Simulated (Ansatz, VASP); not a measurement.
## Two plane-wave programs on SrTiO3

Contents of POSCAR:

```
SrTiO3
1.0
    3.9068515016      0.0000000000      0.0000000000
    0.0000000000      3.9068515016      0.0000000000
    0.0000000000      0.0000000000      3.8287144715
Sr Ti O
1 1 3
Direct
    0.0000000000      0.0000000000      0.0000000000
    0.5000000000      0.5000000000      0.5000000000
    0.5000000000      0.5000000000      0.0000000000
    0.5000000000      0.0000000000      0.5000000000
    0.0000000000      0.5000000000      0.5000000000
```

Contents of INCAR.step1:

```
SYSTEM = SrTiO3
ALGO = Normal ; EDIFF = 1E-4
ENCUT = 520 ; GGA = PE
ISMEAR = 0 ; LASPH = .TRUE.
LCHARG = .FALSE. ; LREAL = .FALSE.
LWAVE = .TRUE. ; NBANDS = 28
NELM = 100 ; PREC = Accurate
SIGMA = 0.01
```

Contents of INCAR.step2:

```
SYSTEM = SrTiO3
ALGO = Normal ; EDIFF = 1E-6
ENCUT = 520 ; ISIF = 2
ISMEAR = 0 ; ISTART = 1
LASPH = .TRUE. ; LCHARG = .FALSE.
LMIXTAU = .TRUE. ; LREAL = .FALSE.
LWAVE = .FALSE. ; METAGGA = R2SCAN
NBANDS = 28 ; NELM = 100
PREC = Accurate ; SIGMA = 0.01
```

Contents of KPOINTS:

```
k-points
0
G
  6 6 6
  0 0 0
```

Input for Ansatz:

```yaml
crystal:
  lattice:
    - [3.9068515016, 0.0, 0.0]
    - [0.0, 3.9068515016, 0.0]
    - [0.0, 0.0, 3.8287144715]
  atoms:
    - { symbol: Sr, position: [0.0, 0.0, 0.0] }
    - { symbol: Ti, position: [0.5, 0.5, 0.5] }
    - { symbol: O, position: [0.5, 0.5, 0.0] }
    - { symbol: O, position: [0.5, 0.0, 0.5] }
    - { symbol: O, position: [0.0, 0.5, 0.5] }
kpoints:
  mp_grid: { grid: [6, 6, 6] }
  band_path:
    path: [[0.0, 0.0, 0.0], [0.0, 0.5, 0.0], [0.5, 0.5, 0.0], [0.5, 0.5, 0.5]]
    npoints: 1
hamiltonian:
  xc: r2scan
scf:
  occupations: { method: fixed }
  n_extra_bands: 5
output:
  forces: true
  stress: true
  eigenvalues: true
```

Change from the starting cell: uniaxial_z strain -2.0%.

Alike in both runs: task single point; functional r2SCAN; k mesh 6 × 6 × 6; no spin polarisation.

|  | VASP | Ansatz |
| --- | --- | --- |
| version | VASP 6.6.1 | Ansatz 0.2.0 |
| potentials or method | VASP PAW PBE potentials, release 64 (Sr_sv, Ti_sv, O) | plane waves, PAW |
| plane-wave cutoff (eV) | 520 | 500 |
| occupations | gaussian, width 0.01 eV | fixed |
| valence electrons in the cell | 40 | 40 |

VASP gave:

| Item | Value |
| --- | --- |
| gap on the k mesh at the Fermi level (eV) | 2.28 |
| pressure (GPa) | 5.1 |
| traceless stress, the component that is largest in VASP (GPa) | 3.80 |

Task: Estimate Ansatz's values.

Result: gap on the k mesh at the Fermi level (eV): 2.27; pressure (GPa): 4.1; traceless stress, the component that is largest in VASP (GPa): 3.72.

VASP's potentials were made for PBE, not for r2SCAN.
